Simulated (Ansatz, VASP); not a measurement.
# One calculation of Ti, two programs

```
Ti
1.0
     2.86150    0.00000    0.00000
    -1.43075    2.47813    0.00000
     0.00000    0.00000    4.54542
Ti
2
Direct
  0.33333 0.66667 0.25000
  0.66667 0.33333 0.75000
```

Change from the starting cell: strain -0.030 along x and y, -0.030 along z, atoms carried along.

Alike in both runs: task single point; functional PBE; k mesh 18 × 18 × 10; occupations gaussian, width 0.15 eV; no spin polarisation.

|  | VASP | Ansatz |
| --- | --- | --- |
| version | VASP 6.6.1 | Ansatz 0.2.0 |
| potentials or method | VASP PAW PBE potentials, release 64 (Ti_sv), cutoff 520 eV | scalar-relativistic, plane waves, PAW |
| valence electrons in the cell | 24 | 24 |

```tsv
	VASP	Ansatz	Ansatz less VASP
gap on the k mesh at the Fermi level (eV)	none	none	-
pressure (GPa)	9.1	9.8	+0.71
traceless stress, the component that is largest in VASP (GPa)	-0.16	-0.16	-0.001
```

A gap of «none» marks a metal or a gap that the smearing closes. With one functional, cell and mesh, what is left measures potentials, basis and numerics.
